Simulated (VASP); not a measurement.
# BN (BN (P6_3/mmc)) (P6_3/mmc) in VASP: relaxation of the atoms with PBE

Aim: the relaxation of the atoms of BN (BN (P6_3/mmc)) with PBE.

Program: VASP 6.6.1. These are calculated values, not measurements. Logs are shortened: lines on timing, memory, paths and dates and some standing lists are left out, and cuts for length are marked.

### Step 1. The cell of the first run

The structure is hexagonal, space group P6_3/mmc (No. 194). Conventional cell: a = 2.488 Å, b = 2.488 Å, c = 6.495 Å, α = 90.00°, β = 90.00°, γ = 120.00°. B (site symmetry -6m2) has 3 N at 1.44 Å within 1.9 Å. Within 1.9 Å of N (site symmetry -6m2) lie 3 B at 1.44 Å.

### Step 2. Relaxation of the atoms, PBE

Input file INCAR:

```
PREC     = Accurate       # precision mode
ENCUT    = 520            # plane-wave cutoff, eV
EDIFF    = 1E-6           # SCF threshold, eV
ISMEAR   = -1             # smearing method
SIGMA    = 0.01           # smearing width, eV
LREAL    = Auto         
LASPH    = T              # aspherical terms in the spheres
NELM     = 80             # most SCF steps
ALGO     = Normal         # electronic algorithm
ISIF     = 2              # what is computed and relaxed
LWAVE    = F              # write WAVECAR
LCHARG   = F              # write CHGCAR
GGA      = PE             # functional
IBRION   = 2              # ionic algorithm
NSW      = 100            # ionic steps
EDIFFG   = -0.03          # ionic threshold
```

Input file KPOINTS:

```
Automatic mesh
0
Gamma
  1 1 1
  0.25 0.25 0.25
```

Input file POSCAR:

```
BN
1.0
    7.4650312800      0.0000000000      0.0000000000
   -3.7325156400      6.4649067300      0.0000000000
    0.0000000000      0.0000000000      6.4954828800
B N
18 18
Direct
    0.1111111100      0.2222222233      0.2500000000
    0.2222222233      0.1111111100      0.7500000000
    0.1111111100      0.5555555567      0.2500000000
    0.2222222233      0.4444444433      0.7500000000
    0.1111111100      0.8888888900      0.2500000000
    0.2222222233      0.7777777767      0.7500000000
    0.4444444433      0.2222222233      0.2500000000
    0.5555555567      0.1111111100      0.7500000000
    0.4444444433      0.5555555567      0.2500000000
    0.5555555567      0.4444444433      0.7500000000
    0.4444444433      0.8888888900      0.2500000000
    0.5555555567      0.7777777767      0.7500000000
    0.7777777767      0.2222222233      0.2500000000
    0.8888888900      0.1111111100      0.7500000000
    0.7777777767      0.5555555567      0.2500000000
    0.8888888900      0.4444444433      0.7500000000
    0.7777777767      0.8888888900      0.2500000000
    0.8888888900      0.7777777767      0.7500000000
    0.1111111100      0.2222222233      0.7500000000
    0.2222222233      0.1111111100      0.2500000000
    0.1111111100      0.5555555567      0.7500000000
    0.2222222233      0.4444444433      0.2500000000
    0.1111111100      0.8888888900      0.7500000000
    0.2222222233      0.7777777767      0.2500000000
    0.4444444433      0.2222222233      0.7500000000
    0.5555555567      0.1111111100      0.2500000000
    0.4444444433      0.5555555567      0.7500000000
    0.5555555567      0.4444444433      0.2500000000
    0.4444444433      0.8888888900      0.7500000000
    0.5555555567      0.7777777767      0.2500000000
    0.7777777767      0.2222222233      0.7500000000
    0.8888888900      0.1111111100      0.2500000000
    0.7777777767      0.5555555567      0.7500000000
    0.8888888900      0.4444444433      0.2500000000
    0.7777777767      0.8888888900      0.7500000000
    0.8888888900      0.7777777767      0.2500000000
```

Potentials or basis: VASP PAW PBE potentials, release 64 (B, N).

Launch:

```console
> cat potpaw_PBE.64/B/POTCAR potpaw_PBE.64/N/POTCAR > POTCAR
> mpirun -np 1 vasp_std > vasp.out
```

OUTCAR:

```text
PREC = Accurate
   ENCUT = 520
   EDIFF = 1E-6
   ISMEAR = -1
   LREAL = Auto
   LASPH = T
   NELM = 80
   ISIF = 2
   GGA = PE
   IBRION = 2
   NSW = 100
   EDIFFG = -0.03

 ion  position               nearest neighbor table
   1  0.111  0.222  0.250-  32 1.44  22 1.44  20 1.44
   2  0.222  0.111  0.750-  25 1.44  23 1.44  19 1.44
   3  0.111  0.556  0.250-  34 1.44  24 1.44  22 1.44
   4  0.222  0.444  0.750-  27 1.44  19 1.44  21 1.44
   5  0.111  0.889  0.250-  36 1.44  20 1.44  24 1.44
   6  0.222  0.778  0.750-  29 1.44  21 1.44  23 1.44
[... 28 lines left out ...]
  35  0.778  0.889  0.750-  12 1.44  14 1.44  18 1.44
  36  0.889  0.778  0.250-   5 1.44  15 1.44  17 1.44

  LATTYP: Found a hexagonal cell.
 ALAT       =     7.4650312800
 C/A-ratio  =     0.8701213212

  Lattice vectors:

 A1 = (   7.4650312800,   0.0000000000,   0.0000000000)
 A2 = (  -3.7325156400,   6.4649067300,   0.0000000000)
 A3 = (   0.0000000000,   0.0000000000,   6.4954828800)

Analysis of symmetry for initial positions (statically):
=====================================================================
 Subroutine PRICEL returns following result:

  LATTYP: Found a hexagonal cell.
 ALAT       =     2.4883437598
 C/A-ratio  =     2.6103639638

  Lattice vectors:

 A1 = (   2.4883437598,   0.0000000000,   0.0000000000)
 A2 = (  -1.2441718799,   2.1549689098,   0.0000000000)
 A3 = (   0.0000000000,   0.0000000000,   6.4954828800)

   9 primitive cells build up your supercell.

 Routine SETGRP: Setting up the symmetry group for a
 hexagonal supercell.

 Subroutine GETGRP returns: Found 24 space group operations
 (whereof 12 operations were pure point group operations)
 out of a pool of 24 trial point group operations.

The static configuration has the point symmetry D_3d.
 The point group associated with its full space group is D_6h.

Analysis of symmetry for dynamics (positions and initial velocities):
=====================================================================
 Subroutine PRICEL returns following result:

  LATTYP: Found a hexagonal cell.
 ALAT       =     2.4883437598
 C/A-ratio  =     2.6103639638

  Lattice vectors:

 A1 = (   2.4883437598,   0.0000000000,   0.0000000000)
 A2 = (  -1.2441718799,   2.1549689098,   0.0000000000)
 A3 = (   0.0000000000,   0.0000000000,   6.4954828800)

   9 primitive cells build up your supercell.

 Routine SETGRP: Setting up the symmetry group for a
 hexagonal supercell.

 Subroutine GETGRP returns: Found 24 space group operations
 (whereof 12 operations were pure point group operations)
 out of a pool of 24 trial point group operations.

The dynamic configuration has the point symmetry D_3d.
 The point group associated with its full space group is D_6h.

 Subroutine INISYM returns: Found 24 space group operations
 (whereof 12 operations are pure point group operations),
 and found     9 'primitive' translations

----------------------------------------------------------------------------------------

                                     Primitive cell

  volume of cell :      34.8308

  direct lattice vectors                    reciprocal lattice vectors
     2.488343760  0.000000000  0.000000000     0.401873735  0.232021909  0.000000000
    -1.244171880  2.154968910  0.000000000     0.000000000  0.464043818  0.000000000
     0.000000000  0.000000000  6.495482880     0.000000000  0.000000000  0.153953142

  length of vectors
     2.488343760  2.488343760  6.495482880     0.464043818  0.464043818  0.153953142

  position of ions in fractional coordinates (direct lattice)
     0.333333330  0.666666670  0.250000000
     0.666666670  0.333333330  0.750000000
     0.333333330  0.666666670  0.750000000
     0.666666670  0.333333330  0.250000000

  ion indices of the primitive-cell ions
   primitive index   ion index
                 1           1
                 2           2
                 3          19
                 4          20

----------------------------------------------------------------------------------------

 KPOINTS: Automatic mesh

Automatic generation of k-mesh.
 Grid dimensions read from file:
 generate k-points for:    1    1    1

 Generating k-lattice:

  Cartesian coordinates                     Fractional coordinates (reciprocal lattice)
     0.133957912  0.077340636  0.000000000     1.000000000  0.000000000  0.000000000
     0.000000000  0.154681273  0.000000000     0.000000000  1.000000000  0.000000000
     0.000000000  0.000000000  0.153953142     0.000000000  0.000000000  1.000000000

  Length of vectors
     0.154681273  0.154681273  0.153953142

  Shift w.r.t. Gamma in fractional coordinates (k-lattice)
     0.250000000  0.250000000  0.250000000

 Subroutine IBZKPT returns following result:
 ===========================================

 Found      1 irreducible k-points:

 Following reciprocal coordinates:
            Coordinates               Weight
  0.250000  0.250000  0.250000     12.000000
   k-points           NKPTS =      1   k-points in BZ     NKDIM =      1   number of bands    NBANDS=     91
   number of dos      NEDOS =    301   number of ions     NIONS =     36
   total plane-waves  NPLWV = 150528
   dimension x,y,z NGX =    56 NGY =   56 NGZ =   48
   dimension x,y,z NGXF=   112 NGYF=  112 NGZF=   96
   ions per type =              18  18
   NGX,Y,Z   is equivalent  to a cutoff of  12.47, 12.47, 12.29 a.u.
   NGXF,Y,Z  is equivalent  to a cutoff of  24.94, 24.94, 24.57 a.u.
 SYSTEM =  unknown system
   PREC   = accura    normal or accurate (medium, high low for compatibility)
   ISTART =      0    job   : 0-new  1-cont  2-samecut
   ICHARG =      2    charge: 1-file 2-atom 10-const
   ISPIN  =      1    spin polarized calculation?
   LNONCOLLINEAR =      F non collinear calculations
   LSORBIT =      F    spin-orbit coupling
   LASPH  =      T    aspherical Exc in radial PAW
   ENCUT  =  520.0 eV  38.22 Ry    6.18 a.u.  13.88 13.88 12.08*2*pi/ulx,y,z
   NELM   =     80;   NELMIN=  2; NELMDL= -5     # of ELM steps
   EDIFF  = 0.1E-05   stopping-criterion for ELM
   LREAL  =      T    real-space projection
   EDIFFG = -.3E-01   stopping-criterion for IOM
   NSW    =    100    number of steps for IOM
   IBRION =      2    ionic relax: 0-MD 1-quasi-New 2-CG
   NFREE  =      1    steps in history (QN), initial steepest desc. (CG)
   ISIF   =      2    stress and relaxation
   ISYM   =      2    0-nonsym 1-usesym 2-fastsym
   POTIM  = 0.5000    time-step for ionic-motion
   TEBEG  =    0.0;   TEEND  =   0.0 temperature during run
   PSTRESS=    0.0 pullay stress
   NELECT =     144.0000    total number of electrons
   NUPDOWN=      -1.0000    fix difference up-down
   EMIN   =  10.00;   EMAX   =-10.00  energy-range for DOS
   EFERMI =   0.00;   METHOD = LEGACY
   ISMEAR =    -1;   SIGMA  =   0.01  broadening in eV -4-tet -1-fermi 0-gaus
   EFERMI_NEDOS =   21; number of points for ismear=-14 and -15
   IALGO  =     38    algorithm
   IMIX   =      4    mixing-type and parameters
     AMIX     =   0.40;   BMIX     =  1.00
     AMIX_MAG =   1.60;   BMIX_MAG =  1.00
  volume/ion in A,a.u.               =       8.71        58.76
  Fermi-wavevector in a.u.,A,eV,Ry     =   1.263166  2.387038 21.709310  1.595589
  Thomas-Fermi vector in A             =   2.396537
   LORBIT       =      0    0 simple, 1 ext, 2 COOP (PROOUT), +10 PAW based schemes
   GGA     = PE    functional components
   LHFCALC =     F    Hartree Fock is set to
   AEXX    =    0.0000 exact exchange contribution
   IVDW    =     0    specifies the selected vdW correction
   LEPSILON=     F    determine dielectric tensor
   LRPA    =     F    only Hartree local field effects (RPA)
 conjugate gradient relaxation of ions
 non-spin polarized calculation
  energy-cutoff  :      520.00
  volume of cell :      313.48
 maximum number of plane-waves:      8452
 NGX is ok and might be reduce to    56
   NGX = 27   NGY = 27   NGZ = 25

 number of electron     144.0000001 magnetization

 Free energy of the ion-electron system (eV)
  ---------------------------------------------------
  ext. energy  EPLUGINS =         0.00000000
  ---------------------------------------------------
  free energy    TOTEN  =      -316.55642934 eV

  energy without entropy =     -316.55642934  energy(sigma->0) =     -316.55642934

 E-fermi :   2.5511     XC(G=0): -10.2546

 val. band max:        2.2807426025   @ k =   0.2500   0.2500   0.2500
 cond. band min:       7.1009282076   @ k =   0.2500   0.2500   0.2500
 fundamental gap:      4.8201856050
 Fermi energy:         2.5511350346

 k-point     1 :       0.2500    0.2500    0.2500
  band No.  band energies     occupation
      1     -14.9515      2.00000
      2     -14.7191      2.00000
      3     -14.4244      2.00000
      4     -14.4243      2.00000
      5     -14.2075      2.00000
      6     -14.2075      2.00000
[... 76 lines left out ...]
     83       9.3353      0.00000
     84       9.7328      0.00000
 [bands above 84 left out]

------------------------ aborting loop because EDIFF is reached ----------------------------------------

  FORCE on cell =-STRESS in cart. coord.  units (eV):
  Direction    XX          YY          ZZ          XY          YZ          ZX
  --------------------------------------------------------------------------------------
  -------------------------------------------------------------------------------------
  Total       22.1251911     22.1251911      7.1125635      0.0000000      0.0000000      0.0000000
  in kB      113.0816859    113.0816860     36.3522585      0.0000000      0.0000000      0.0000000
  external PRESSURE =      87.5052102 kB  Pullay stress =       0.0000000 kB

 VOLUME and BASIS-vectors are now :
 -----------------------------------------------------------------------------
  energy-cutoff  :      520.00
  volume of cell :      313.48
      direct lattice vectors                 reciprocal lattice vectors
     7.465031280  0.000000000  0.000000000     0.133957912  0.077340636  0.000000000
    -3.732515640  6.464906730  0.000000000     0.000000000  0.154681273  0.000000000
     0.000000000  0.000000000  6.495482880     0.000000000  0.000000000  0.153953142

 POSITION                                       TOTAL-FORCE (eV/Angst)
 -----------------------------------------------------------------------------------
     -0.00000      1.43665      1.62387        -0.000000      0.000000     -0.000000
      1.24417      0.71832      4.87161         0.000000     -0.000000      0.000000
     -1.24417      3.59161      1.62387        -0.000000      0.000000      0.000000
      0.00000      2.87329      4.87161        -0.000000      0.000000     -0.000000
     -2.48834      5.74658      1.62387        -0.000000      0.000000     -0.000000
     -1.24417      5.02826      4.87161        -0.000000     -0.000000      0.000000
[... 28 lines left out ...]
      2.48834      5.74658      4.87161         0.000000      0.000000      0.000000
      3.73252      5.02826      1.62387        -0.000000      0.000000     -0.000000
 -----------------------------------------------------------------------------------
    total drift:                               -0.000022      0.000009      0.000000

  FREE ENERGIE OF THE ION-ELECTRON SYSTEM (eV)
  ---------------------------------------------------
  free  energy   TOTEN  =      -316.5564293428 eV

  energy  without entropy=     -316.5564293428  energy(sigma->0) =     -316.55642934

 reached required accuracy - stopping structural energy minimisation
```

It took 62 s on 1 thread of Intel Xeon Platinum 8488C (Sapphire Rapids), shared host; peak memory 0.35 GiB.

What came out:

```yaml
Free_energy: -316.5564 eV
Pressure_after_relaxing: 8.8 GPa
Band_gap_on_the_k_mesh: 4.82 eV
```

Stress tensor (GPa, compression positive):
```
11.31  0.00  0.00
 0.00 11.31  0.00
 0.00  0.00  3.64
```

Final structure:
```yaml
crystal:
  lattice:
    - [7.46503, 0.00000, 0.00000]
    - [-3.73252, 6.46491, 0.00000]
    - [0.00000, 0.00000, 6.49548]
  atoms:
    - { symbol: B, position: [0.11111, 0.22222, 0.25000] }
    - { symbol: B, position: [0.22222, 0.11111, 0.75000] }
    - { symbol: B, position: [0.11111, 0.55556, 0.25000] }
    - { symbol: B, position: [0.22222, 0.44444, 0.75000] }
    - { symbol: B, position: [0.11111, 0.88889, 0.25000] }
    - { symbol: B, position: [0.22222, 0.77778, 0.75000] }
    - { symbol: B, position: [0.44444, 0.22222, 0.25000] }
    - { symbol: B, position: [0.55556, 0.11111, 0.75000] }
    - { symbol: B, position: [0.44444, 0.55556, 0.25000] }
    - { symbol: B, position: [0.55556, 0.44444, 0.75000] }
    - { symbol: B, position: [0.44444, 0.88889, 0.25000] }
    - { symbol: B, position: [0.55556, 0.77778, 0.75000] }
    - { symbol: B, position: [0.77778, 0.22222, 0.25000] }
    - { symbol: B, position: [0.88889, 0.11111, 0.75000] }
    - { symbol: B, position: [0.77778, 0.55556, 0.25000] }
    - { symbol: B, position: [0.88889, 0.44444, 0.75000] }
    - { symbol: B, position: [0.77778, 0.88889, 0.25000] }
    - { symbol: B, position: [0.88889, 0.77778, 0.75000] }
    - { symbol: N, position: [0.11111, 0.22222, 0.75000] }
    - { symbol: N, position: [0.22222, 0.11111, 0.25000] }
    - { symbol: N, position: [0.11111, 0.55556, 0.75000] }
    - { symbol: N, position: [0.22222, 0.44444, 0.25000] }
    - { symbol: N, position: [0.11111, 0.88889, 0.75000] }
    - { symbol: N, position: [0.22222, 0.77778, 0.25000] }
    - { symbol: N, position: [0.44444, 0.22222, 0.75000] }
    - { symbol: N, position: [0.55556, 0.11111, 0.25000] }
    - { symbol: N, position: [0.44444, 0.55556, 0.75000] }
    - { symbol: N, position: [0.55556, 0.44444, 0.25000] }
    - { symbol: N, position: [0.44444, 0.88889, 0.75000] }
    - { symbol: N, position: [0.55556, 0.77778, 0.25000] }
    - { symbol: N, position: [0.77778, 0.22222, 0.75000] }
    - { symbol: N, position: [0.88889, 0.11111, 0.25000] }
    - { symbol: N, position: [0.77778, 0.55556, 0.75000] }
    - { symbol: N, position: [0.88889, 0.44444, 0.25000] }
    - { symbol: N, position: [0.77778, 0.88889, 0.75000] }
    - { symbol: N, position: [0.88889, 0.77778, 0.25000] }
```

Caveat: the k points lie up to 0.97 Å⁻¹ apart; the relaxation stopped at its first step, so nothing moved; this functional lacks dispersion, which binds the layers, so the pressure and a relaxed spacing across them are unreliable. A k mesh can miss the band edges.
